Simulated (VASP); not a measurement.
# NbCd3 (Pm-3m) in VASP: single point with RPBE+D3(BJ)

Aim: the single point of NbCd3 with RPBE+D3(BJ).

Program: VASP 6.6.1. These are calculated values, not measurements. Logs are shortened: lines on timing, memory, paths and dates and some standing lists are left out, and cuts for length are marked.

### Step 1. The cell of the first run

It takes space group Pm-3m (No. 221, cubic). The conventional cell has a = 4.215 Å, b = 4.215 Å, c = 4.215 Å, α = 90.00°, β = 90.00°, γ = 90.00°. Nb (site symmetry m-3m) has 12 Cd at 2.98 Å within 3.9 Å. Cd (site symmetry 4/mmm) has 4 Nb at 2.98 Å and 8 Cd at 2.98 Å within 3.9 Å.

### Step 2. Single point, RPBE+D3(BJ), collinear spin

Input file INCAR:

```
SYSTEM = NbCd3
PREC = Accurate
ENCUT = 520
EDIFF = 1E-7
ISMEAR = 1
SIGMA = 0.1
LREAL = .FALSE.
LASPH = .TRUE.
NELM = 150
ALGO = Normal
ISIF = 2
LWAVE = .FALSE.
LCHARG = .TRUE.
ISPIN = 2
MAGMOM = 0.35 0.01 0.01 0.01
LORBIT = 11
LMAXMIX = 4
GGA = RP
IVDW = 12
LELF = .TRUE.
LVHAR = .TRUE.
NBANDS = 36
```

Input file KPOINTS:

```
Automatic mesh
0
G
  3 3 3
  0 0 0
```

Input file POSCAR:

```
NbCd3
1.0
    4.2150000000      0.0000000000      0.0000000000
    0.0000000000      4.2150000000      0.0000000000
    0.0000000000      0.0000000000      4.2150000000
Nb Cd
1 3
Direct
    0.0000000000      0.0000000000      0.0000000000
    0.0000000000      0.5000000000      0.5000000000
    0.5000000000      0.0000000000      0.5000000000
    0.5000000000      0.5000000000      0.0000000000
```

Potentials or basis: VASP PAW PBE potentials, release 64 (Nb_sv, Cd).

Launch:

```bash
> cat potpaw_PBE.64/Nb_sv/POTCAR potpaw_PBE.64/Cd/POTCAR > POTCAR
> mpirun -np 1 vasp_std > vasp.out
```

OUTCAR:

```text
SYSTEM = NbCd3
   PREC = Accurate
   ENCUT = 520
   EDIFF = 1E-7
   ISMEAR = 1
   LREAL = .FALSE.
   LASPH = .TRUE.
   NELM = 150
   ISIF = 2
   ISPIN = 2
   LORBIT = 11
   GGA = RP
   IVDW = 12
 IVDW          = 12

 ion  position               nearest neighbor table
   1  0.000  0.000  0.000-   2 2.98   3 2.98   4 2.98   2 2.98   3 2.98   2 2.98   4 2.98   2 2.98
                             3 2.98   4 2.98   3 2.98   4 2.98
   2  0.000  0.500  0.500-   1 2.98   3 2.98   4 2.98   1 2.98   4 2.98   1 2.98   3 2.98   1 2.98
                             3 2.98   4 2.98   4 2.98   3 2.98
   3  0.500  0.000  0.500-   1 2.98   2 2.98   4 2.98   1 2.98   4 2.98   2 2.98   4 2.98   4 2.98
                             1 2.98   2 2.98   1 2.98   2 2.98
   4  0.500  0.500  0.000-   1 2.98   2 2.98   3 2.98   2 2.98   3 2.98   1 2.98   3 2.98   3 2.98
                             1 2.98   2 2.98   2 2.98   1 2.98

  LATTYP: Found a simple cubic cell.
 ALAT       =     4.2150000000

  Lattice vectors:

 A1 = (   4.2150000000,   0.0000000000,   0.0000000000)
 A2 = (   0.0000000000,   4.2150000000,   0.0000000000)
 A3 = (   0.0000000000,   0.0000000000,   4.2150000000)

Analysis of symmetry for initial positions (statically):
=====================================================================
 Subroutine PRICEL returns:
 Original cell was already a primitive cell.

 Routine SETGRP: Setting up the symmetry group for a
 simple cubic supercell.

 Subroutine GETGRP returns: Found 48 space group operations
 (whereof 48 operations were pure point group operations)
 out of a pool of 48 trial point group operations.

The static configuration has the point symmetry O_h .

Analysis of symmetry for dynamics (positions and initial velocities):
=====================================================================
 Subroutine PRICEL returns:
 Original cell was already a primitive cell.

 Routine SETGRP: Setting up the symmetry group for a
 simple cubic supercell.

 Subroutine GETGRP returns: Found 48 space group operations
 (whereof 48 operations were pure point group operations)
 out of a pool of 48 trial point group operations.

The dynamic configuration has the point symmetry O_h .

Analysis of structural, dynamic, and magnetic symmetry:
=====================================================================
 Subroutine PRICEL returns:
 Original cell was already a primitive cell.

 Routine SETGRP: Setting up the symmetry group for a
 simple cubic supercell.

 Subroutine GETGRP returns: Found 48 space group operations
 (whereof 48 operations were pure point group operations)
 out of a pool of 48 trial point group operations.

The overall configuration has the point symmetry O_h .

 Subroutine INISYM returns: Found 48 space group operations
[... 113 lines left out ...]
  energy-cutoff  :      520.00
  volume of cell :       74.88
 maximum number of plane-waves:      2028
 NGX is ok and might be reduce to    32
   NGX = 15   NGY = 15   NGZ = 15

 number of electron      49.0000040 magnetization       0.4589293

 Free energy of the ion-electron system (eV)
  ---------------------------------------------------
  ext. energy  EPLUGINS =         0.00000000
  ---------------------------------------------------
  free energy    TOTEN  =        -9.74957925 eV

  energy without entropy =       -9.74650442  energy(sigma->0) =       -9.74855431

 E-fermi :   5.5843     XC(G=0): -11.8453

 val. band max:        5.5774554204   @ k =   0.0000   0.0000   0.0000
 cond. band min:       5.6414642411   @ k =   0.3333   0.3333   0.0000
 fundamental gap:      0.0640088207
 Fermi energy:         5.5843077926

 spin component 1

 k-point     1 :       0.0000    0.0000    0.0000
  band No.  band energies     occupation
      1     -49.4517      1.00000
      2     -25.5484      1.00000
      3     -25.5484      1.00000
      4     -25.5484      1.00000
      5      -4.4088      1.00000
      6      -4.1695      1.00000
[... 145 lines left out ...]
     35      16.9508      0.00000
     36      17.7111      0.00000
 Fermi energy:         5.5843077926

 spin component 2

 k-point     1 :       0.0000    0.0000    0.0000
  band No.  band energies     occupation
      1     -49.2608      1.00000
      2     -25.3259      1.00000
      3     -25.3259      1.00000
      4     -25.3259      1.00000
      5      -4.4139      1.00000
      6      -4.1566      1.00000
[... 145 lines left out ...]
     35      17.0272      0.00000
     36      17.7661      0.00000

------------------------ aborting loop because EDIFF is reached ----------------------------------------

 Edisp (eV)  -11.94156

 E8    (eV) :    -8.0492

  FORCE on cell =-STRESS in cart. coord.  units (eV):
  Direction    XX          YY          ZZ          XY          YZ          ZX
  --------------------------------------------------------------------------------------
  -------------------------------------------------------------------------------------
  Total     -10.03978   -10.03978   -10.03978     0.00000    -0.00000     0.00000
  in kB    -214.80391  -214.80391  -214.80391     0.00000    -0.00000     0.00000
  external pressure =     -214.80 kB  Pullay stress =        0.00 kB

 VOLUME and BASIS-vectors are now :
 -----------------------------------------------------------------------------
  energy-cutoff  :      520.00
  volume of cell :       74.88
      direct lattice vectors                 reciprocal lattice vectors
     4.215000000  0.000000000  0.000000000     0.237247924  0.000000000  0.000000000
     0.000000000  4.215000000  0.000000000     0.000000000  0.237247924  0.000000000
     0.000000000  0.000000000  4.215000000     0.000000000  0.000000000  0.237247924

 POSITION                                       TOTAL-FORCE (eV/Angst)
 -----------------------------------------------------------------------------------
      0.00000      0.00000      0.00000         0.000000      0.000000      0.000000
      0.00000      2.10750      2.10750         0.000000      0.000000      0.000000
      2.10750      0.00000      2.10750         0.000000      0.000000      0.000000
      2.10750      2.10750      0.00000         0.000000      0.000000      0.000000
 -----------------------------------------------------------------------------------
    total drift:                                0.000000     -0.000000     -0.000000

  FREE ENERGIE OF THE ION-ELECTRON SYSTEM (eV)
  ---------------------------------------------------
  free  energy   TOTEN  =       -21.6911394922 eV

  energy  without entropy=      -21.6880646596  energy(sigma->0) =      -21.69011455

 total charge

# of ion       s       p       d       tot
------------------------------------------
    1        2.121   5.970   2.519  10.609
    2        0.545   0.425   9.470  10.440
    3        0.545   0.425   9.470  10.440
    4        0.545   0.425   9.470  10.440
--------------------------------------------------
tot          3.757   7.245  30.929  41.930

 magnetization (x)

# of ion       s       p       d       tot
------------------------------------------
    1        0.002   0.003   0.293   0.299
    2       -0.004   0.010   0.003   0.009
    3       -0.004   0.010   0.003   0.009
    4       -0.004   0.010   0.003   0.009
--------------------------------------------------
tot         -0.010   0.034   0.303   0.327
```

Wall time 18 s (1 thread of AMD EPYC 9R45 (Zen 5), shared host); peak memory 0.18 GiB.

What came out:

- Free energy: -21.6911 eV
- Pressure: -21.5 GPa
- Net moment: 0.46 μB per cell
- Site moments: Nb +0.30; Cd +0.01 μB
- Valence electrons inside the program's atomic spheres: Nb 10.61; Cd 10.44
- Dispersion energy per atom: -2.985 eV

Levels at points of the mesh, in eV from the Fermi level:
Spin up:
```
           k point  band 23  band 24  band 25  band 26  band 27  band 28
(0.00, 0.00, 0.00)    -0.01    -0.01    -0.01     1.00     1.00     1.00
```
Spin down:
| k point | band 21 | band 22 | band 23 | band 24 | band 25 | band 26 | band 27 | band 28 |
| --- | --- | --- | --- | --- | --- | --- | --- | --- |
| (0.00, 0.00, 0.00) | -1.03 | -1.03 | 0.06 | 0.06 | 0.06 | 1.34 | 1.34 | 1.34 |

Caveat: the k points lie up to 0.50 Å⁻¹ apart; three body term missing; the PAW data sets were made with another functional, which shifts forces and pressure a little.
